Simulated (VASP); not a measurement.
# Ti7Si (Fm-3m) in VASP: single point with PBE

Aim: the single point of Ti7Si with PBE.

Program: VASP 6.6.1. These are calculated values, not measurements. Logs are shortened: lines on timing, memory, paths and dates and some standing lists are left out, and cuts for length are marked.

### 1 The cell of the first run

The structure is cubic, space group Fm-3m (No. 225). Conventional cell: a = 8.076 Å, b = 8.076 Å, c = 8.076 Å, α = 90.00°, β = 90.00°, γ = 90.00°. Within 3.8 Å of Ti (site symmetry mmm) lie 10 Ti at 2.86 Å and 2 Si at 2.86 Å. Within 3.8 Å of Ti (site symmetry m-3m) lie 12 Ti at 2.86 Å. Within 3.8 Å of Si (site symmetry m-3m) lie 12 Ti at 2.86 Å.

### 2 Single point, PBE

The input, INCAR:

```
SYSTEM = Ti7Si
ALGO = Normal
EDIFF = 1E-7
ENCUT = 520
GGA = PE
ISIF = 2
ISMEAR = 0
LASPH = .True.
LCHARG = .False.
LREAL = .False.
LWAVE = .False.
NBANDS = 54
NELM = 80
PREC = Accurate
SIGMA = 0.1
```

The input, KPOINTS:

```
k-points
0
Gamma
  8 8 8
  0 0 0
```

The input, POSCAR:

```
Ti7Si
1.0
   -4.0380733909      4.0380733909      0.0000000000
   -4.0380733909      0.0000000000      4.0380733909
    0.0000000000      4.0380733909      4.0380733909
Ti Si
7 1
Direct
    0.0000000000      0.0000000000      0.0000000000
    0.5000000000      0.0000000000      0.0000000000
    0.0000000000      0.5000000000      0.0000000000
    0.0000000000      0.0000000000      0.5000000000
    0.5000000000      0.0000000000      0.5000000000
    0.0000000000      0.5000000000      0.5000000000
    0.5000000000      0.5000000000      0.5000000000
    0.5000000000      0.5000000000      0.0000000000
```

Potentials or basis: VASP PAW PBE potentials, release 64 (Ti_sv, Si).

Launch:

```bash
cat potpaw_PBE.64/Ti_sv/POTCAR potpaw_PBE.64/Si/POTCAR > POTCAR
mpirun -np 1 vasp_std > vasp.out
```

OUTCAR:

```text
SYSTEM = Ti7Si
   EDIFF = 1E-7
   ENCUT = 520
   GGA = PE
   ISIF = 2
   ISMEAR = 0
   LASPH = .True.
   LREAL = .False.
   NELM = 80
   PREC = Accurate

 ion  position               nearest neighbor table
   1  0.000  0.000  0.000-   2 2.86   3 2.86   4 2.86   4 2.86   5 2.86   6 2.86   3 2.86   6 2.86
                             8 2.86   2 2.86   5 2.86   8 2.86
   2  0.500  0.000  0.000-   1 2.86   5 2.86   8 2.86   4 2.86   5 2.86   7 2.86   3 2.86   7 2.86
                             8 2.86   1 2.86   3 2.86   4 2.86
   3  0.000  0.500  0.000-   1 2.86   6 2.86   8 2.86   4 2.86   6 2.86   7 2.86   1 2.86   2 2.86
                             4 2.86   2 2.86   7 2.86   8 2.86
   4  0.000  0.000  0.500-   1 2.86   5 2.86   6 2.86   1 2.86   2 2.86   3 2.86   3 2.86   6 2.86
                             7 2.86   2 2.86   5 2.86   7 2.86
   5  0.500  0.000  0.500-   2 2.86   4 2.86   7 2.86   1 2.86   2 2.86   8 2.86   6 2.86   7 2.86
                             8 2.86   1 2.86   4 2.86   6 2.86
   6  0.000  0.500  0.500-   3 2.86   4 2.86   7 2.86   1 2.86   3 2.86   8 2.86   1 2.86   4 2.86
                             5 2.86   5 2.86   7 2.86   8 2.86
   7  0.500  0.500  0.500-   5 2.86   6 2.86   8 2.86   2 2.86   3 2.86   8 2.86   2 2.86   4 2.86
                             5 2.86   3 2.86   4 2.86   6 2.86
   8  0.500  0.500  0.000-   2 2.86   3 2.86   7 2.86   5 2.86   6 2.86   7 2.86   1 2.86   2 2.86
                             5 2.86   1 2.86   3 2.86   6 2.86

  LATTYP: Found a face centered cubic cell.
 ALAT       =     8.0761467818

  Lattice vectors:

 A1 = (  -4.0380733909,   4.0380733909,   0.0000000000)
 A2 = (  -4.0380733909,   0.0000000000,   4.0380733909)
 A3 = (   0.0000000000,   4.0380733909,   4.0380733909)

Analysis of symmetry for initial positions (statically):
=====================================================================
 Subroutine PRICEL returns:
 Original cell was already a primitive cell.

 Routine SETGRP: Setting up the symmetry group for a
 face centered cubic supercell.

 Subroutine GETGRP returns: Found 48 space group operations
 (whereof  8 operations were pure point group operations)
 out of a pool of 48 trial point group operations.

The static configuration has the point symmetry D_2h.
 The point group associated with its full space group is O_h .

Analysis of symmetry for dynamics (positions and initial velocities):
=====================================================================
 Subroutine PRICEL returns:
 Original cell was already a primitive cell.

 Routine SETGRP: Setting up the symmetry group for a
 face centered cubic supercell.

 Subroutine GETGRP returns: Found 48 space group operations
 (whereof  8 operations were pure point group operations)
 out of a pool of 48 trial point group operations.
[... 125 lines left out ...]
   NELECT =      88.0000    total number of electrons
   NUPDOWN=      -1.0000    fix difference up-down
   EMIN   =  10.00;   EMAX   =-10.00  energy-range for DOS
   EFERMI =   0.00;   METHOD = LEGACY
   ISMEAR =     0;   SIGMA  =   0.10  broadening in eV -4-tet -1-fermi 0-gaus
   EFERMI_NEDOS =   21; number of points for ismear=-14 and -15
   IALGO  =     38    algorithm
   IMIX   =      4    mixing-type and parameters
     AMIX     =   0.40;   BMIX     =  1.00
     AMIX_MAG =   1.60;   BMIX_MAG =  1.00
  volume/ion in A,a.u.               =      16.46       111.09
  Fermi-wavevector in a.u.,A,eV,Ry     =   1.431259  2.704687 27.871560  2.048502
  Thomas-Fermi vector in A             =   2.551015
   LORBIT       =      0    0 simple, 1 ext, 2 COOP (PROOUT), +10 PAW based schemes
   GGA     = PE    functional components
   LHFCALC =     F    Hartree Fock is set to
   AEXX    =    0.0000 exact exchange contribution
   IVDW    =     0    specifies the selected vdW correction
   LEPSILON=     F    determine dielectric tensor
   LRPA    =     F    only Hartree local field effects (RPA)
 non-spin polarized calculation
 Gauss-broadening in eV      SIGMA  =   0.10
  energy-cutoff  :      520.00
  volume of cell :      131.69
 maximum number of plane-waves:      3582
   NGX = 21   NGY = 21   NGZ = 21

 number of electron      87.9999954 magnetization

 Free energy of the ion-electron system (eV)
  ---------------------------------------------------
  ext. energy  EPLUGINS =         0.00000000
  ---------------------------------------------------
  free energy    TOTEN  =       -61.54118666 eV

  energy without entropy =      -61.48179667  energy(sigma->0) =      -61.51149166

 E-fermi :   8.7078     XC(G=0): -11.6118

 val. band max:        8.7023438093   @ k =   0.5000   0.2500   0.1250
 cond. band min:       8.7283856457   @ k =  -0.2500   0.3750   0.1250
 fundamental gap:      0.0260418364
 Fermi energy:         8.7078364644

 k-point     1 :       0.0000    0.0000    0.0000
  band No.  band energies     occupation
      1     -47.9008      2.00000
      2     -47.7733      2.00000
      3     -47.7733      2.00000
      4     -47.7733      2.00000
      5     -47.7284      2.00000
      6     -47.7243      2.00000
[... 1357 lines left out ...]
     53      10.3885      0.00000
     54      10.8196      0.00000

 [... further k-points ...]

------------------------ aborting loop because EDIFF is reached ----------------------------------------

  FORCE on cell =-STRESS in cart. coord.  units (eV):
  Direction    XX          YY          ZZ          XY          YZ          ZX
  --------------------------------------------------------------------------------------
  -------------------------------------------------------------------------------------
  Total       -0.1745174     -0.1745174     -0.1745174     -0.0000000     -0.0000000      0.0000000
  in kB       -2.1232283     -2.1232283     -2.1232283     -0.0000000     -0.0000000      0.0000000
  external PRESSURE =      -2.1232283 kB  Pullay stress =       0.0000000 kB

 VOLUME and BASIS-vectors are now :
 -----------------------------------------------------------------------------
  energy-cutoff  :      520.00
  volume of cell :      131.69
      direct lattice vectors                 reciprocal lattice vectors
    -4.038073391  4.038073391  0.000000000    -0.123821425  0.123821425 -0.123821425
    -4.038073391  0.000000000  4.038073391    -0.123821425 -0.123821425  0.123821425
     0.000000000  4.038073391  4.038073391     0.123821425  0.123821425  0.123821425

 POSITION                                       TOTAL-FORCE (eV/Angst)
 -----------------------------------------------------------------------------------
      0.00000      0.00000      0.00000        -0.000000     -0.000000      0.000000
     -2.01904      2.01904      0.00000        -0.000000      0.000000     -0.000000
     -2.01904      0.00000      2.01904         0.000000      0.000000      0.000000
      0.00000      2.01904      2.01904        -0.000000      0.000000      0.000000
     -2.01904      4.03807      2.01904         0.000000      0.000000      0.000000
     -2.01904      2.01904      4.03807        -0.000000      0.000000      0.000000
     -4.03807      4.03807      4.03807        -0.000000      0.000000      0.000000
     -4.03807      2.01904      2.01904         0.000000      0.000000      0.000000
 -----------------------------------------------------------------------------------
    total drift:                               -0.000000     -0.000000     -0.000000

  FREE ENERGIE OF THE ION-ELECTRON SYSTEM (eV)
  ---------------------------------------------------
  free  energy   TOTEN  =       -61.5411866623 eV

  energy  without entropy=      -61.4817966656  energy(sigma->0) =      -61.51149166
```

OSZICAR:

```text
N       E                     dE             d eps       ncg     rms          rms(c)
DAV:   1     0.123269817223E+04    0.12327E+04   -0.43708E+04  3132   0.201E+03
DAV:   2     0.102056304168E+03   -0.11306E+04   -0.11116E+04  3132   0.624E+02
DAV:   3    -0.455698216279E+02   -0.14763E+03   -0.14305E+03  4664   0.194E+02
DAV:   4    -0.670329796162E+02   -0.21463E+02   -0.21034E+02  4704   0.637E+01
DAV:   5    -0.686434950756E+02   -0.16105E+01   -0.16025E+01  4936   0.149E+01    0.234E+01
DAV:   6    -0.614104562901E+02    0.72330E+01   -0.34289E+01  4188   0.380E+01    0.615E+00
DAV:   7    -0.621482977796E+02   -0.73784E+00   -0.93864E+00  4432   0.142E+01    0.951E+00
DAV:   8    -0.614858538408E+02    0.66244E+00   -0.74800E+00  4290   0.930E+00    0.410E+00
DAV:   9    -0.615400783020E+02   -0.54224E-01   -0.87587E-01  4364   0.540E+00    0.122E+00
DAV:  10    -0.615361869385E+02    0.38914E-02   -0.24723E-01  4182   0.312E+00    0.847E-01
DAV:  11    -0.615407218847E+02   -0.45349E-02   -0.61961E-02  4220   0.195E+00    0.160E-01
DAV:  12    -0.615412340383E+02   -0.51215E-03   -0.43752E-03  4410   0.465E-01    0.587E-02
DAV:  13    -0.615411794923E+02    0.54546E-04   -0.37204E-04  5000   0.117E-01    0.380E-02
DAV:  14    -0.615411862513E+02   -0.67590E-05   -0.73000E-05  3798   0.630E-02    0.800E-03
DAV:  15    -0.615411857450E+02    0.50632E-06   -0.15378E-05  4480   0.198E-02    0.618E-03
DAV:  16    -0.615411865750E+02   -0.83000E-06   -0.20140E-06  4204   0.115E-02    0.205E-03
DAV:  17    -0.615411866623E+02   -0.87310E-07   -0.18973E-07  2824   0.277E-03
   1 F= -.61541187E+02 E0= -.61511492E+02  d E =-.593900E-01
```

stdout:

```text
POSCAR found type information on POSCAR TiSi
 POSCAR found :  2 types and       8 ions
 scaLAPACK will be used
 LDA part: xc-table for (Slater+PW92), standard interpolation
 POSCAR, INCAR and KPOINTS ok, starting setup
 FFT: planning ... GRIDC
 FFT: planning ... GRID_SOFT
 FFT: planning ... GRID
 WAVECAR not read
 entering main loop
```

Run time: 9.5 min. Hardware: 1 thread of Intel Xeon 8259CL, shared host; peak memory 0.34 GiB.

What came out:

* Free energy: -61.5412 eV
* Pressure: -0.2 GPa
* Band gap on the k mesh: zero (bands 44 and 45 overlap by 1.12 eV)
